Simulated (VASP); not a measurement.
# CdTe (Pm-3m) in VASP: a series of runs

CdTe is run at these levels: PBE; tasks: single point.

Everything below comes from runs of VASP 6.6.1. Logs are shortened: lines on timing, memory, paths and dates and some standing lists are left out, and cuts for length are marked.

### 1 The cell of the first run

It takes space group Pm-3m (No. 221, cubic). The conventional cell has a = 3.798 Å, b = 3.798 Å, c = 3.798 Å, α = 90.00°, β = 90.00°, γ = 90.00°. Within 4.3 Å of Cd (site symmetry m-3m) lie 8 Te at 3.29 Å and 6 Cd at 3.80 Å. Te (site symmetry m-3m) has 8 Cd at 3.29 Å and 6 Te at 3.80 Å within 4.3 Å.

### 2 Single point, PBE

Input file INCAR:

```
PREC = Accurate ; ENCUT = 520
EDIFF = 1E-6 ; ISMEAR = 0
SIGMA = 0.1 ; LREAL = F
LASPH = T ; NELM = 60
ALGO = Normal ; ISIF = 2
LWAVE = F ; LCHARG = T
GGA = PE ; LELF = T
LVHAR = T ; NBANDS = 16
```

Input file KPOINTS:

```
Automatic mesh
0
Gamma
  4 4 4
```

Input file POSCAR:

```
CdTe
1.0
    3.7977617938      0.0000000000      0.0000000000
    0.0000000000      3.7977617938      0.0000000000
    0.0000000000      0.0000000000      3.7977617938
Cd Te
1 1
Direct
    0.0000000000      0.0000000000      0.0000000000
    0.5000000000      0.5000000000      0.5000000000
```

Potentials or basis: VASP PAW PBE potentials, release 64 (Cd, Te).

On the command line:

```
> cat potpaw_PBE.64/Cd/POTCAR potpaw_PBE.64/Te/POTCAR > POTCAR
> mpirun -np 1 vasp_std > vasp.out
```

OUTCAR:

```text
PREC = Accurate
   ENCUT = 520
   EDIFF = 1E-6
   ISMEAR = 0
   LREAL = F
   LASPH = T
   NELM = 60
   ISIF = 2
   GGA = PE

 ion  position               nearest neighbor table
   1  0.000  0.000  0.000-   2 3.29   2 3.29   2 3.29   2 3.29   2 3.29   2 3.29   2 3.29   2 3.29

   2  0.500  0.500  0.500-   1 3.29   1 3.29   1 3.29   1 3.29   1 3.29   1 3.29   1 3.29   1 3.29

  LATTYP: Found a simple cubic cell.
 ALAT       =     3.7977617938

  Lattice vectors:

 A1 = (   3.7977617938,   0.0000000000,   0.0000000000)
 A2 = (   0.0000000000,   3.7977617938,   0.0000000000)
 A3 = (   0.0000000000,   0.0000000000,   3.7977617938)

Analysis of symmetry for initial positions (statically):
=====================================================================
 Subroutine PRICEL returns:
 Original cell was already a primitive cell.

 Routine SETGRP: Setting up the symmetry group for a
 simple cubic supercell.

 Subroutine GETGRP returns: Found 48 space group operations
 (whereof 48 operations were pure point group operations)
 out of a pool of 48 trial point group operations.

The static configuration has the point symmetry O_h .

Analysis of symmetry for dynamics (positions and initial velocities):
=====================================================================
 Subroutine PRICEL returns:
 Original cell was already a primitive cell.

 Routine SETGRP: Setting up the symmetry group for a
 simple cubic supercell.

 Subroutine GETGRP returns: Found 48 space group operations
 (whereof 48 operations were pure point group operations)
 out of a pool of 48 trial point group operations.

The dynamic configuration has the point symmetry O_h .

 Subroutine INISYM returns: Found 48 space group operations
 (whereof 48 operations are pure point group operations),
 and found     1 'primitive' translations

----------------------------------------------------------------------------------------

                                     Primitive cell

  volume of cell :      54.7751

  direct lattice vectors                    reciprocal lattice vectors
     3.797761794  0.000000000  0.000000000     0.263312987  0.000000000  0.000000000
     0.000000000  3.797761794  0.000000000     0.000000000  0.263312987  0.000000000
     0.000000000  0.000000000  3.797761794     0.000000000  0.000000000  0.263312987

[... 64 lines left out ...]
   LSORBIT =      F    spin-orbit coupling
   LASPH  =      T    aspherical Exc in radial PAW
   ENCUT  =  520.0 eV  38.22 Ry    6.18 a.u.   7.06  7.06  7.06*2*pi/ulx,y,z
   NELM   =     60;   NELMIN=  2; NELMDL= -5     # of ELM steps
   EDIFF  = 0.1E-05   stopping-criterion for ELM
   LREAL  =      F    real-space projection
   EDIFFG = 0.1E-04   stopping-criterion for IOM
   NSW    =      0    number of steps for IOM
   IBRION =     -1    ionic relax: 0-MD 1-quasi-New 2-CG
   NFREE  =      0    steps in history (QN), initial steepest desc. (CG)
   ISIF   =      2    stress and relaxation
   ISYM   =      2    0-nonsym 1-usesym 2-fastsym
   POTIM  = 0.5000    time-step for ionic-motion
   TEBEG  =    0.0;   TEEND  =   0.0 temperature during run
   PSTRESS=    0.0 pullay stress
   NELECT =      18.0000    total number of electrons
   NUPDOWN=      -1.0000    fix difference up-down
   EMIN   =  10.00;   EMAX   =-10.00  energy-range for DOS
   EFERMI =   0.00;   METHOD = LEGACY
   ISMEAR =     0;   SIGMA  =   0.10  broadening in eV -4-tet -1-fermi 0-gaus
   EFERMI_NEDOS =   21; number of points for ismear=-14 and -15
   IALGO  =     38    algorithm
   IMIX   =      4    mixing-type and parameters
     AMIX     =   0.40;   BMIX     =  1.00
     AMIX_MAG =   1.60;   BMIX_MAG =  1.00
  volume/ion in A,a.u.               =      27.39       184.82
  Fermi-wavevector in a.u.,A,eV,Ry     =   1.129721  2.134864 17.364707  1.276270
  Thomas-Fermi vector in A             =   2.266416
   LORBIT       =      0    0 simple, 1 ext, 2 COOP (PROOUT), +10 PAW based schemes
   GGA     = PE    functional components
   LHFCALC =     F    Hartree Fock is set to
   AEXX    =    0.0000 exact exchange contribution
   IVDW    =     0    specifies the selected vdW correction
   LEPSILON=     F    determine dielectric tensor
   LRPA    =     F    only Hartree local field effects (RPA)
 non-spin polarized calculation
 Gauss-broadening in eV      SIGMA  =   0.10
  energy-cutoff  :      520.00
  volume of cell :       54.78
 maximum number of plane-waves:      1498
   NGX = 15   NGY = 15   NGZ = 15

 number of electron      17.9999993 magnetization

 Free energy of the ion-electron system (eV)
  ---------------------------------------------------
  ext. energy  EPLUGINS =         0.00000000
  ---------------------------------------------------
  free energy    TOTEN  =        -3.64290279 eV

  energy without entropy =       -3.61734206  energy(sigma->0) =       -3.63012242

 E-fermi :   5.0045     XC(G=0): -10.0246

 val. band max:        4.9740262909   @ k =   0.5000   0.5000   0.5000
 cond. band min:       5.0123033855   @ k =   0.5000   0.0000   0.0000
 fundamental gap:      0.0382770946
 Fermi energy:         5.0045276705

 k-point     1 :       0.0000    0.0000    0.0000
  band No.  band energies     occupation
      1      -7.4404      2.00000
      2      -3.9096      2.00000
      3      -3.9096      2.00000
      4      -3.6586      2.00000
      5      -3.6586      2.00000
      6      -3.6586      2.00000
[... 167 lines left out ...]
      3      -4.0057      2.00000
      4      -4.0057      2.00000
      5      -3.5358      2.00000
      6      -3.5358      2.00000
[... 8 lines left out ...]
     15      20.6849      0.00000
     16      20.6849      0.00000

------------------------ aborting loop because EDIFF is reached ----------------------------------------

  FORCE on cell =-STRESS in cart. coord.  units (eV):
  Direction    XX          YY          ZZ          XY          YZ          ZX
  --------------------------------------------------------------------------------------
  -------------------------------------------------------------------------------------
  Total        0.1248376      0.1248376      0.1248376      0.0000000     -0.0000000      0.0000000
  in kB        3.6515122      3.6515122      3.6515122      0.0000000     -0.0000000      0.0000000
  external PRESSURE =       3.6515122 kB  Pullay stress =       0.0000000 kB

 VOLUME and BASIS-vectors are now :
 -----------------------------------------------------------------------------
  energy-cutoff  :      520.00
  volume of cell :       54.78
      direct lattice vectors                 reciprocal lattice vectors
     3.797761794  0.000000000  0.000000000     0.263312987  0.000000000  0.000000000
     0.000000000  3.797761794  0.000000000     0.000000000  0.263312987  0.000000000
     0.000000000  0.000000000  3.797761794     0.000000000  0.000000000  0.263312987

 POSITION                                       TOTAL-FORCE (eV/Angst)
 -----------------------------------------------------------------------------------
      0.00000      0.00000      0.00000         0.000000      0.000000      0.000000
      1.89888      1.89888      1.89888         0.000000      0.000000      0.000000
 -----------------------------------------------------------------------------------
    total drift:                               -0.000000      0.000000     -0.000000

  FREE ENERGIE OF THE ION-ELECTRON SYSTEM (eV)
  ---------------------------------------------------
  free  energy   TOTEN  =        -3.6429027876 eV

  energy  without entropy=       -3.6173420566  energy(sigma->0) =       -3.63012242
```

stdout:

```text
POSCAR found type information on POSCAR CdTe
 POSCAR found :  2 types and       2 ions
 scaLAPACK will be used
 LDA part: xc-table for (Slater+PW92), standard interpolation
 POSCAR, INCAR and KPOINTS ok, starting setup
 FFT: planning ... GRIDC
 FFT: planning ... GRID_SOFT
 FFT: planning ... GRID
 WAVECAR not read
 entering main loop
```

Wall time 12 s (1 thread of Intel Xeon 8259CL, shared host); peak memory 0.16 GiB.

Results:

- Free energy: -3.6429 eV
- Pressure: 0.4 GPa
- Band gap on the k mesh: zero (band 9 reaches 5.05 eV, above the bottom of band 10 at 3.59 eV)

Caveat: the k points lie up to 0.41 Å⁻¹ apart; spin-orbit coupling is left out, which moves the levels of the heavy elements.

### 3 Single point, PBE

This run uses another cell than the first one, of 31.11 Å³/atom, 1.136 times its volume.

Input file INCAR:

```
SYSTEM = CdTe
PREC = Accurate
ENCUT = 520
EDIFF = 1E-6
ISMEAR = 0
SIGMA = 0.1
LREAL = .FALSE.
LASPH = .TRUE.
NELM = 100
ALGO = Normal
ISIF = 2
LWAVE = .FALSE.
LCHARG = .TRUE.
GGA = PE
LELF = .TRUE.
LVHAR = .TRUE.
NBANDS = 16
```

Input file KPOINTS:

```
Automatic mesh
0
G
  4 4 4
  0 0 0
```

Input file POSCAR:

```
CdTe
1.0
    3.9625164800      0.0000000000      0.0000000000
    0.0000000000      3.9625164800      0.0000000000
    0.0000000000      0.0000000000      3.9625164800
Cd Te
1 1
Direct
    0.0000000000      0.0000000000      0.0000000000
    0.5000000000      0.5000000000      0.5000000000
```

Potentials or basis: VASP PAW PBE potentials, release 64 (Cd, Te).

On the command line:

```
> cat potpaw_PBE.64/Cd/POTCAR potpaw_PBE.64/Te/POTCAR > POTCAR
> mpirun -np 1 vasp_std > vasp.out
```

OUTCAR:

```text
SYSTEM = CdTe
   PREC = Accurate
   ENCUT = 520
   EDIFF = 1E-6
   ISMEAR = 0
   LREAL = .FALSE.
   LASPH = .TRUE.
   NELM = 100
   ISIF = 2
   GGA = PE

 ion  position               nearest neighbor table
   1  0.000  0.000  0.000-   2 3.43   2 3.43   2 3.43   2 3.43   2 3.43   2 3.43   2 3.43   2 3.43

   2  0.500  0.500  0.500-   1 3.43   1 3.43   1 3.43   1 3.43   1 3.43   1 3.43   1 3.43   1 3.43

  LATTYP: Found a simple cubic cell.
 ALAT       =     3.9625164800

  Lattice vectors:

 A1 = (   3.9625164800,   0.0000000000,   0.0000000000)
 A2 = (   0.0000000000,   3.9625164800,   0.0000000000)
 A3 = (   0.0000000000,   0.0000000000,   3.9625164800)

Analysis of symmetry for initial positions (statically):
=====================================================================
 Subroutine PRICEL returns:
 Original cell was already a primitive cell.

 Routine SETGRP: Setting up the symmetry group for a
 simple cubic supercell.

 Subroutine GETGRP returns: Found 48 space group operations
 (whereof 48 operations were pure point group operations)
 out of a pool of 48 trial point group operations.

The static configuration has the point symmetry O_h .

Analysis of symmetry for dynamics (positions and initial velocities):
=====================================================================
 Subroutine PRICEL returns:
 Original cell was already a primitive cell.

 Routine SETGRP: Setting up the symmetry group for a
 simple cubic supercell.

 Subroutine GETGRP returns: Found 48 space group operations
 (whereof 48 operations were pure point group operations)
 out of a pool of 48 trial point group operations.

The dynamic configuration has the point symmetry O_h .

 Subroutine INISYM returns: Found 48 space group operations
 (whereof 48 operations are pure point group operations),
 and found     1 'primitive' translations

----------------------------------------------------------------------------------------
[... 97 lines left out ...]
     AMIX     =   0.40;   BMIX     =  1.00
     AMIX_MAG =   1.60;   BMIX_MAG =  1.00
  volume/ion in A,a.u.               =      31.11       209.93
  Fermi-wavevector in a.u.,A,eV,Ry     =   1.082749  2.046100 15.950737  1.172346
  Thomas-Fermi vector in A             =   2.218798
   LORBIT       =      0    0 simple, 1 ext, 2 COOP (PROOUT), +10 PAW based schemes
   GGA     = PE    functional components
   LHFCALC =     F    Hartree Fock is set to
   AEXX    =    0.0000 exact exchange contribution
   IVDW    =     0    specifies the selected vdW correction
   LEPSILON=     F    determine dielectric tensor
   LRPA    =     F    only Hartree local field effects (RPA)
 non-spin polarized calculation
 Gauss-broadening in eV      SIGMA  =   0.10
  energy-cutoff  :      520.00
  volume of cell :       62.22
 maximum number of plane-waves:      1743
 NGX is ok and might be reduce to    30
   NGX = 15   NGY = 15   NGZ = 15

 number of electron      18.0000010 magnetization

 Free energy of the ion-electron system (eV)
  ---------------------------------------------------
  ext. energy  EPLUGINS =         0.00000000
  ---------------------------------------------------
  free energy    TOTEN  =        -3.55315518 eV

  energy without entropy =       -3.53229978  energy(sigma->0) =       -3.54272748

 E-fermi :   3.6971     XC(G=0):  -9.4346

 val. band max:        3.6765093923   @ k =   0.5000   0.0000   0.0000
 cond. band min:       3.7095545966   @ k =   0.5000   0.2500   0.2500
 fundamental gap:      0.0330452043
 Fermi energy:         3.6971224376

 k-point     1 :       0.0000    0.0000    0.0000
  band No.  band energies     occupation
      1      -7.9408      2.00000
      2      -4.9391      2.00000
      3      -4.9391      2.00000
      4      -4.7651      2.00000
      5      -4.7651      2.00000
      6      -4.7651      2.00000
[... 167 lines left out ...]
      3      -4.9817      2.00000
      4      -4.9817      2.00000
      5      -4.6809      2.00000
      6      -4.6809      2.00000
[... 8 lines left out ...]
     15      18.1085      0.00000
     16      18.1085      0.00000

------------------------ aborting loop because EDIFF is reached ----------------------------------------

  FORCE on cell =-STRESS in cart. coord.  units (eV):
  Direction    XX          YY          ZZ          XY          YZ          ZX
  --------------------------------------------------------------------------------------
  -------------------------------------------------------------------------------------
  Total       -1.4480535     -1.4480535     -1.4480535     -0.0000000     -0.0000000     -0.0000000
  in kB      -37.2891032    -37.2891032    -37.2891032     -0.0000000     -0.0000000     -0.0000000
  external PRESSURE =     -37.2891032 kB  Pullay stress =       0.0000000 kB

 VOLUME and BASIS-vectors are now :
 -----------------------------------------------------------------------------
  energy-cutoff  :      520.00
  volume of cell :       62.22
      direct lattice vectors                 reciprocal lattice vectors
     3.962516480  0.000000000  0.000000000     0.252364881  0.000000000  0.000000000
     0.000000000  3.962516480  0.000000000     0.000000000  0.252364881  0.000000000
     0.000000000  0.000000000  3.962516480     0.000000000  0.000000000  0.252364881

 POSITION                                       TOTAL-FORCE (eV/Angst)
 -----------------------------------------------------------------------------------
      0.00000      0.00000      0.00000         0.000000      0.000000      0.000000
      1.98126      1.98126      1.98126         0.000000      0.000000      0.000000
 -----------------------------------------------------------------------------------
    total drift:                                0.000000     -0.000000     -0.000000

  FREE ENERGIE OF THE ION-ELECTRON SYSTEM (eV)
  ---------------------------------------------------
  free  energy   TOTEN  =        -3.5531551750 eV

  energy  without entropy=       -3.5322997829  energy(sigma->0) =       -3.54272748
```

OSZICAR:

```text
N       E                     dE             d eps       ncg     rms          rms(c)
DAV:   1     0.102872329162E+03    0.10287E+03   -0.81838E+03   320   0.986E+02
DAV:   2    -0.388753551868E+00   -0.10326E+03   -0.97303E+02   384   0.240E+02
DAV:   3    -0.384273038454E+01   -0.34540E+01   -0.34452E+01   416   0.453E+01
DAV:   4    -0.386507699056E+01   -0.22347E-01   -0.22345E-01   424   0.328E+00
DAV:   5    -0.386536814446E+01   -0.29115E-03   -0.29115E-03   416   0.288E-01    0.425E+00
DAV:   6    -0.355898271340E+01    0.30639E+00   -0.36199E-01   336   0.606E+00    0.333E+00
DAV:   7    -0.355479208067E+01    0.41906E-02   -0.39657E-02   368   0.160E+00    0.138E+00
DAV:   8    -0.355406515035E+01    0.72693E-03   -0.76687E-03   344   0.889E-01    0.401E-01
DAV:   9    -0.355346753983E+01    0.59761E-03   -0.35218E-03   344   0.534E-01    0.147E-01
DAV:  10    -0.355330176992E+01    0.16577E-03   -0.22955E-04   368   0.131E-01    0.119E-01
DAV:  11    -0.355324962798E+01    0.52142E-04   -0.49276E-04   320   0.152E-01    0.831E-02
DAV:  12    -0.355317931263E+01    0.70315E-04   -0.66461E-05   336   0.604E-02    0.645E-02
DAV:  13    -0.355315419765E+01    0.25115E-04   -0.32645E-05   336   0.337E-02    0.211E-02
DAV:  14    -0.355315517504E+01   -0.97739E-06   -0.41046E-06   392   0.127E-02
   1 F= -.35531552E+01 E0= -.35427275E+01  d E =-.208554E-01
```

stdout:

```text
POSCAR found type information on POSCAR CdTe
 POSCAR found :  2 types and       2 ions
 scaLAPACK will be used
 LDA part: xc-table for (Slater+PW92), standard interpolation
 POSCAR, INCAR and KPOINTS ok, starting setup
 FFT: planning ... GRIDC
 FFT: planning ... GRID_SOFT
 FFT: planning ... GRID
 WAVECAR not read
 entering main loop
```

Wall time 15 s (1 thread of Intel Xeon 8259CL, shared host); peak memory 0.17 GiB.

Results:

| Item | Value |
| --- | --- |
| Free energy | -3.5532 eV |
| Pressure | -3.7 GPa |
| Band gap on the k mesh | zero (band 9 reaches 3.81 eV, above the bottom of band 10 at 2.50 eV) |

Caveat: the k points lie up to 0.40 Å⁻¹ apart; spin-orbit coupling is left out, which moves the levels of the heavy elements.
